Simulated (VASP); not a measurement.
# BiS (F-43m) in VASP: further runs

Runs on BiS. Level: PBEsol. Tasks: single point.

Everything below comes from runs of VASP 6.6.1. Logs are shortened: lines on timing, memory, paths and dates and some standing lists are left out, and cuts for length are marked.

**1. The cell of the first run**

Symmetry: F-43m, No. 216, cubic system. Conventional cell: a = 6.430 Å, b = 6.430 Å, c = 6.430 Å, α = 90.00°, β = 90.00°, γ = 90.00°. Bi (site symmetry -43m) has 4 S at 2.78 Å within 3.7 Å. S (site symmetry -43m) has 4 Bi at 2.78 Å within 3.7 Å.

**2. Single point, PBEsol**

Input file INCAR:

```
  PREC = Accurate
  ENCUT = 520
  EDIFF = 1E-6
  ISMEAR = 0
  SIGMA = 0.05
  LREAL = F
  LASPH = T
  NELM = 100
  ALGO = Normal
  ISIF = 2
  LWAVE = F
  LCHARG = F
  GGA = PS
  NBANDS = 18
```

Input file KPOINTS:

```
regular mesh
0
Gamma
  8 8 8
```

Input file POSCAR:

```
BiS
1.0
    0.0000000000      3.2150728663      3.2150728663
    3.2150728663      0.0000000000      3.2150728663
    3.2150728663      3.2150728663      0.0000000000
Bi S
1 1
Direct
    0.0000000000      0.0000000000      0.0000000000
    0.2500000000      0.2500000000      0.2500000000
```

Potentials or basis: VASP PAW PBE potentials, release 64 (Bi_d, S).

Command:

```console
cat potpaw_PBE.64/Bi_d/POTCAR potpaw_PBE.64/S/POTCAR > POTCAR
mpirun -np 1 vasp_std > vasp.out
```

OUTCAR:

```text
PREC = Accurate
   ENCUT = 520
   EDIFF = 1E-6
   ISMEAR = 0
   LREAL = F
   LASPH = T
   NELM = 100
   ISIF = 2
   GGA = PS

 ion  position               nearest neighbor table
   1  0.000  0.000  0.000-   2 2.78   2 2.78   2 2.78   2 2.78
   2  0.250  0.250  0.250-   1 2.78   1 2.78   1 2.78   1 2.78

  LATTYP: Found a face centered cubic cell.
 ALAT       =     6.4301457326

  Lattice vectors:

 A1 = (   0.0000000000,   3.2150728663,   3.2150728663)
 A2 = (   3.2150728663,   0.0000000000,   3.2150728663)
 A3 = (   3.2150728663,   3.2150728663,   0.0000000000)

Analysis of symmetry for initial positions (statically):
=====================================================================
 Subroutine PRICEL returns:
 Original cell was already a primitive cell.

 Routine SETGRP: Setting up the symmetry group for a
 face centered cubic supercell.

 Subroutine GETGRP returns: Found 24 space group operations
 (whereof 24 operations were pure point group operations)
 out of a pool of 48 trial point group operations.

The static configuration has the point symmetry T_d .

Analysis of symmetry for dynamics (positions and initial velocities):
=====================================================================
 Subroutine PRICEL returns:
 Original cell was already a primitive cell.

 Routine SETGRP: Setting up the symmetry group for a
 face centered cubic supercell.

 Subroutine GETGRP returns: Found 24 space group operations
 (whereof 24 operations were pure point group operations)
 out of a pool of 48 trial point group operations.

The dynamic configuration has the point symmetry T_d .

 Subroutine INISYM returns: Found 24 space group operations
 (whereof 24 operations are pure point group operations),
 and found     1 'primitive' translations

----------------------------------------------------------------------------------------

                                     Primitive cell

  volume of cell :      66.4664

  direct lattice vectors                    reciprocal lattice vectors
     0.000000000  3.215072866  3.215072866    -0.155517471  0.155517471  0.155517471
     3.215072866  0.000000000  3.215072866     0.155517471 -0.155517471  0.155517471
     3.215072866  3.215072866  0.000000000     0.155517471  0.155517471 -0.155517471

  length of vectors
     4.546799652  4.546799652  4.546799652     0.269364161  0.269364161  0.269364161

  position of ions in fractional coordinates (direct lattice)
     0.000000000  0.000000000  0.000000000
     0.250000000  0.250000000  0.250000000

[... 76 lines left out ...]
   EDIFF  = 0.1E-05   stopping-criterion for ELM
   LREAL  =      F    real-space projection
   EDIFFG = 0.1E-04   stopping-criterion for IOM
   NSW    =      0    number of steps for IOM
   IBRION =     -1    ionic relax: 0-MD 1-quasi-New 2-CG
   NFREE  =      0    steps in history (QN), initial steepest desc. (CG)
   ISIF   =      2    stress and relaxation
   ISYM   =      2    0-nonsym 1-usesym 2-fastsym
   POTIM  = 0.5000    time-step for ionic-motion
   TEBEG  =    0.0;   TEEND  =   0.0 temperature during run
   PSTRESS=    0.0 pullay stress
   NELECT =      21.0000    total number of electrons
   NUPDOWN=      -1.0000    fix difference up-down
   EMIN   =  10.00;   EMAX   =-10.00  energy-range for DOS
   EFERMI =   0.00;   METHOD = LEGACY
   ISMEAR =     0;   SIGMA  =   0.05  broadening in eV -4-tet -1-fermi 0-gaus
   EFERMI_NEDOS =   21; number of points for ismear=-14 and -15
   IALGO  =     38    algorithm
   IMIX   =      4    mixing-type and parameters
     AMIX     =   0.40;   BMIX     =  1.00
     AMIX_MAG =   1.60;   BMIX_MAG =  1.00
  volume/ion in A,a.u.               =      33.23       224.27
  Fermi-wavevector in a.u.,A,eV,Ry     =   1.115014  2.107072 16.915537  1.243257
  Thomas-Fermi vector in A             =   2.251615
   LORBIT       =      0    0 simple, 1 ext, 2 COOP (PROOUT), +10 PAW based schemes
   GGA     = PS    functional components
   LHFCALC =     F    Hartree Fock is set to
   AEXX    =    0.0000 exact exchange contribution
   IVDW    =     0    specifies the selected vdW correction
   LEPSILON=     F    determine dielectric tensor
   LRPA    =     F    only Hartree local field effects (RPA)
 non-spin polarized calculation
 Gauss-broadening in eV      SIGMA  =   0.05
  energy-cutoff  :      520.00
  volume of cell :       66.47
 maximum number of plane-waves:      1812
 NGX is ok and might be reduce to    36
   NGX = 17   NGY = 17   NGZ = 17

 number of electron      21.0000006 magnetization

 Free energy of the ion-electron system (eV)
  ---------------------------------------------------
  ext. energy  EPLUGINS =         0.00000000
  ---------------------------------------------------
  free energy    TOTEN  =        -8.40046536 eV

  energy without entropy =       -8.39916080  energy(sigma->0) =       -8.39981308

 E-fermi :   4.8742     XC(G=0):  -8.7713

 val. band max:        4.8724251637   @ k =   0.1250   0.0000   0.0000
 cond. band min:       4.9022481526   @ k =   0.0000   0.0000   0.0000
 fundamental gap:      0.0298229889
 Fermi energy:         4.8741734528

 k-point     1 :       0.0000    0.0000    0.0000
  band No.  band energies     occupation
      1     -18.8875      2.00000
      2     -18.8875      2.00000
      3     -18.8875      2.00000
      4     -18.8662      2.00000
      5     -18.8662      2.00000
      6     -10.1813      2.00000
[... 481 lines left out ...]
      5     -18.8637      2.00000
      6      -8.9444      2.00000
[... 10 lines left out ...]
     17      12.7075      0.00000
     18      14.6719      0.00000

 [... further k-points ...]

------------------------ aborting loop because EDIFF is reached ----------------------------------------

  FORCE on cell =-STRESS in cart. coord.  units (eV):
  Direction    XX          YY          ZZ          XY          YZ          ZX
  --------------------------------------------------------------------------------------
  -------------------------------------------------------------------------------------
  Total       -0.0216901     -0.0216901     -0.0216901      0.0000000      0.0000000     -0.0000000
  in kB       -0.5228402     -0.5228402     -0.5228402      0.0000000      0.0000000     -0.0000000
  external PRESSURE =      -0.5228402 kB  Pullay stress =       0.0000000 kB

 VOLUME and BASIS-vectors are now :
 -----------------------------------------------------------------------------
  energy-cutoff  :      520.00
  volume of cell :       66.47
      direct lattice vectors                 reciprocal lattice vectors
     0.000000000  3.215072866  3.215072866    -0.155517471  0.155517471  0.155517471
     3.215072866  0.000000000  3.215072866     0.155517471 -0.155517471  0.155517471
     3.215072866  3.215072866  0.000000000     0.155517471  0.155517471 -0.155517471

 POSITION                                       TOTAL-FORCE (eV/Angst)
 -----------------------------------------------------------------------------------
      0.00000      0.00000      0.00000         0.000000      0.000000     -0.000000
      1.60754      1.60754      1.60754        -0.000000     -0.000000      0.000000
 -----------------------------------------------------------------------------------
    total drift:                               -0.000000     -0.000000     -0.000000

  FREE ENERGIE OF THE ION-ELECTRON SYSTEM (eV)
  ---------------------------------------------------
  free  energy   TOTEN  =        -8.4004653623 eV

  energy  without entropy=       -8.3991607983  energy(sigma->0) =       -8.39981308
```

stdout:

```text
POSCAR found type information on POSCAR BiS
 POSCAR found :  2 types and       2 ions
 scaLAPACK will be used
 -----------------------------------------------------------------------------
|                                                                             |
|                                                                             |
|     You enforced a specific xc type in the INCAR file but a different       |
|     I HOPE YOU KNOW WHAT YOU ARE DOING!                                     |
|                                                                             |
 -----------------------------------------------------------------------------

 LDA part: xc-table for (Slater+PW92), standard interpolation
 POSCAR, INCAR and KPOINTS ok, starting setup
 FFT: planning ... GRIDC
 FFT: planning ... GRID_SOFT
 FFT: planning ... GRID
 WAVECAR not read
 entering main loop
```

Run time: 31 s. Hardware: 1 thread of Intel Xeon 6975P-C (Granite Rapids), shared host; peak memory 0.21 GiB.

What came out:

```yaml
Free_energy: -8.4005 eV
Pressure: -0.1 GPa
```

Caveat: the PAW data sets were made with another functional, which shifts forces and pressure a little; spin-orbit coupling is left out, which moves the levels of the heavy elements.

**3. Single point, PBEsol (volume scaled by 1.020)**

Input file INCAR:

```
ALGO = Normal
EDIFF = 1E-7
ENCUT = 520
GGA = PS
ISIF = 2
ISMEAR = 0
LASPH = True
LCHARG = False
LREAL = False
LWAVE = False
NBANDS = 18
NELM = 100
PREC = Accurate
SIGMA = 0.05
```

Input file KPOINTS:

```
k-points
0
Gamma
  8 8 8
```

Input file POSCAR:

```
BiS
1.0
    0.0000000000      3.2363653601      3.2363653601
    3.2363653601      0.0000000000      3.2363653601
    3.2363653601      3.2363653601      0.0000000000
Bi S
1 1
Direct
    0.0000000000      0.0000000000      0.0000000000
    0.2500000000      0.2500000000      0.2500000000
```

Potentials or basis: VASP PAW PBE potentials, release 64 (Bi_d, S).

Command:

```console
cat potpaw_PBE.64/Bi_d/POTCAR potpaw_PBE.64/S/POTCAR > POTCAR
mpirun -np 1 vasp_std > vasp.out
```

It took 37 s on 1 thread of Intel Xeon 6975P-C (Granite Rapids), shared host; peak memory 0.21 GiB.

It converged, with:

```yaml
Free_energy: -8.3968 eV
Pressure: -0.9 GPa
```

Levels at points of the mesh, in eV from the Fermi level:
| k point | band 7 | band 8 | band 9 | band 10 | band 11 | band 12 | band 13 | band 14 |
| --- | --- | --- | --- | --- | --- | --- | --- | --- |
| (0.00, 0.00, 0.00) | -9.01 | -3.61 | -3.61 | -3.61 | 0.03 | 0.03 | 0.03 | 3.30 |
| (0.50, 0.00, 0.00) | -11.02 | -4.21 | -4.21 | -4.10 | 0.91 | 0.91 | 1.72 | 5.29 |
| (0.50, 0.50, 0.00) | -11.71 | -4.98 | -4.98 | -2.42 | -1.47 | 2.93 | 2.93 | 4.40 |

Caveat: the PAW data sets were made with another functional, which shifts forces and pressure a little; spin-orbit coupling is left out, which moves the levels of the heavy elements.

**4. Single point, PBEsol (volume scaled by 1.040)**

Input file INCAR:

```
SYSTEM = BiS
  ALGO = Normal
  EDIFF = 1E-6
  ENCUT = 520
  GGA = PS
  ISIF = 2
  ISMEAR = 0
  LASPH = .True.
  LCHARG = .True.
  LELF = .True.
  LREAL = .False.
  LVHAR = .True.
  LWAVE = .False.
  NBANDS = 18
  NELM = 60
  PREC = Accurate
  SIGMA = 0.05
```

Input file KPOINTS:

```
k-points
0
Gamma
  8 8 8
  0 0 0
```

Input file POSCAR:

```
BiS
1.0
    0.0000000000      3.2573813085      3.2573813085
    3.2573813085      0.0000000000      3.2573813085
    3.2573813085      3.2573813085      0.0000000000
Bi S
1 1
Direct
    0.0000000000      0.0000000000      0.0000000000
    0.2500000000      0.2500000000      0.2500000000
```

Potentials or basis: VASP PAW PBE potentials, release 64 (Bi_d, S).

Command:

```console
cat potpaw_PBE.64/Bi_d/POTCAR potpaw_PBE.64/S/POTCAR > POTCAR
mpirun -np 1 vasp_std > vasp.out
```

OUTCAR:

```text
SYSTEM = BiS
   EDIFF = 1E-6
   ENCUT = 520
   GGA = PS
   ISIF = 2
   ISMEAR = 0
   LASPH = .True.
   LREAL = .False.
   NELM = 60
   PREC = Accurate

 ion  position               nearest neighbor table
   1  0.000  0.000  0.000-   2 2.82   2 2.82   2 2.82   2 2.82
   2  0.250  0.250  0.250-   1 2.82   1 2.82   1 2.82   1 2.82

  LATTYP: Found a face centered cubic cell.
 ALAT       =     6.5147626170

  Lattice vectors:

 A1 = (   0.0000000000,   3.2573813085,   3.2573813085)
[... 690 lines left out ...]

------------------------ aborting loop because EDIFF is reached ----------------------------------------

  FORCE on cell =-STRESS in cart. coord.  units (eV):
  Direction    XX          YY          ZZ          XY          YZ          ZX
  --------------------------------------------------------------------------------------
  -------------------------------------------------------------------------------------
  Total       -0.7347376     -0.7347376     -0.7347376      0.0000000      0.0000000     -0.0000000
  in kB      -17.0297021    -17.0297021    -17.0297021      0.0000000      0.0000000     -0.0000000
  external PRESSURE =     -17.0297021 kB  Pullay stress =       0.0000000 kB

 VOLUME and BASIS-vectors are now :
 -----------------------------------------------------------------------------
  energy-cutoff  :      520.00
  volume of cell :       69.13
      direct lattice vectors                 reciprocal lattice vectors
     0.000000000  3.257381308  3.257381308    -0.153497535  0.153497535  0.153497535
     3.257381308  0.000000000  3.257381308     0.153497535 -0.153497535  0.153497535
     3.257381308  3.257381308  0.000000000     0.153497535  0.153497535 -0.153497535

 POSITION                                       TOTAL-FORCE (eV/Angst)
 -----------------------------------------------------------------------------------
      0.00000      0.00000      0.00000        -0.000000     -0.000000     -0.000000
      1.62869      1.62869      1.62869         0.000000      0.000000      0.000000
 -----------------------------------------------------------------------------------
    total drift:                               -0.000000     -0.000000      0.000000

  FREE ENERGIE OF THE ION-ELECTRON SYSTEM (eV)
  ---------------------------------------------------
  free  energy   TOTEN  =        -8.3863602225 eV

  energy  without entropy=       -8.3847536182  energy(sigma->0) =       -8.38555692
```

OSZICAR:

```text
N       E                     dE             d eps       ncg     rms          rms(c)
DAV:   1     0.171882788675E+03    0.17188E+03   -0.99306E+03  1044   0.113E+03
DAV:   2     0.621360157169E+01   -0.16567E+03   -0.16102E+03  1126   0.311E+02
DAV:   3    -0.832300340418E+01   -0.14537E+02   -0.14396E+02  1272   0.990E+01
DAV:   4    -0.871891462029E+01   -0.39591E+00   -0.39563E+00  1292   0.181E+01
DAV:   5    -0.873370740736E+01   -0.14793E-01   -0.14792E-01  1468   0.324E+00    0.752E+00
DAV:   6    -0.838616835970E+01    0.34754E+00   -0.13070E+00  1566   0.548E+00    0.516E+00
DAV:   7    -0.838853027771E+01   -0.23619E-02   -0.91404E-02  1140   0.147E+00    0.188E+00
DAV:   8    -0.838651570942E+01    0.20146E-02   -0.73016E-03  1218   0.677E-01    0.470E-01
DAV:   9    -0.838631102441E+01    0.20469E-03   -0.15006E-03  1330   0.210E-01    0.912E-02
DAV:  10    -0.838635880937E+01   -0.47785E-04   -0.15433E-04  1126   0.687E-02    0.233E-02
DAV:  11    -0.838636015406E+01   -0.13447E-05   -0.15469E-05  1280   0.311E-02    0.120E-02
DAV:  12    -0.838636022246E+01   -0.68397E-07   -0.10743E-06   728   0.925E-03
   1 F= -.83863602E+01 E0= -.83855569E+01  d E =-.160660E-02
```

stdout:

```text
POSCAR found type information on POSCAR BiS
 POSCAR found :  2 types and       2 ions
 scaLAPACK will be used
 -----------------------------------------------------------------------------
|                                                                             |
|                                                                             |
|     You enforced a specific xc type in the INCAR file but a different       |
|     I HOPE YOU KNOW WHAT YOU ARE DOING!                                     |
|                                                                             |
 -----------------------------------------------------------------------------

 LDA part: xc-table for (Slater+PW92), standard interpolation
 POSCAR, INCAR and KPOINTS ok, starting setup
 FFT: planning ... GRIDC
 FFT: planning ... GRID_SOFT
 FFT: planning ... GRID
 WAVECAR not read
 entering main loop
```

It took 33 s on 1 thread of Intel Xeon 6975P-C (Granite Rapids), shared host; peak memory 0.21 GiB.

Results:

* Free energy: -8.3864 eV
* Pressure: -1.7 GPa

Caveat: the PAW data sets were made with another functional, which shifts forces and pressure a little; spin-orbit coupling is left out, which moves the levels of the heavy elements.

**5. Summary**

```csv
cell,gap on the mesh (eV),pressure (GPa)
"a = 4.547 Å, angles 60.0°, 2 atoms",none,-0.1
"a = 4.577 Å, angles 60.0°, 2 atoms",none,-0.9
"a = 4.607 Å, angles 60.0°, 2 atoms",none,-1.7
```

Alike in all rows: task single point; level PBEsol; potentials or basis VASP PAW PBE potentials, release 64 (Bi_d, S); no spin polarisation; k mesh 8 × 8 × 8; cutoff (eV) 520; smearing gaussian 0.05 eV.

Caveats: the PAW data sets were made with another functional, which shifts forces and pressure a little; spin-orbit coupling is left out, which moves the levels of the heavy elements.

Total energies depend on the potentials used, so only differences within one code and one set of settings carry meaning.
